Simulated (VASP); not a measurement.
Sc2GaP3, 6 atoms in the cell. The structure is hexagonal, space group P6/mmm (No. 191). Conventional cell: a = 5.499 Å, b = 5.499 Å, c = 4.406 Å, α = 90.00°, β = 90.00°, γ = 120.00°. Within 3.6 Å of Sc (site symmetry -6m2) lie 6 P at 2.72 Å and 3 Sc at 3.17 Å and 3 Ga at 3.17 Å. Within 4.2 Å of Ga (site symmetry 6/mmm) lie 6 Sc at 3.17 Å and 12 P at 3.52 Å. Within 3.6 Å of P (site symmetry mmm) lie 4 Sc at 2.72 Å and 4 P at 2.75 Å and 4 Ga at 3.52 Å. 

```yaml
Program: VASP 6.6.1
Task: single point
Functional: PBE
Potentials_or_basis: VASP PAW PBE potentials, release 64 (Sc_sv, Ga_d, P)
Cutoff: 520 eV
k_mesh: 6 × 6 × 4
Occupations: gaussian, width 0.1 eV
Spin: no spin polarisation
Dipole_correction: no
Further_INCAR_settings: ALGO = Normal; EDIFF = 1e-06; NBANDS = 34
```

Potentials or basis: VASP PAW PBE potentials, release 64 (Sc_sv, Ga_d, P).

Run with:

```sh
$ cat potpaw_PBE.64/Sc_sv/POTCAR potpaw_PBE.64/Ga_d/POTCAR potpaw_PBE.64/P/POTCAR > POTCAR
$ mpirun -np 1 vasp_std > vasp.out
```

Hardware: 1 thread of Intel(R) Xeon(R) Platinum 8375C CPU @ 2.90GHz (Ice Lake) (shared host).

Task: How long does it take, and how much memory?

Result: Wall time 80 s on 1 thread of Intel(R) Xeon(R) Platinum 8375C CPU @ 2.90GHz (Ice Lake), with other jobs on the host, peak memory 0.28 GiB. Counts: scf iterations 14, k points 21.
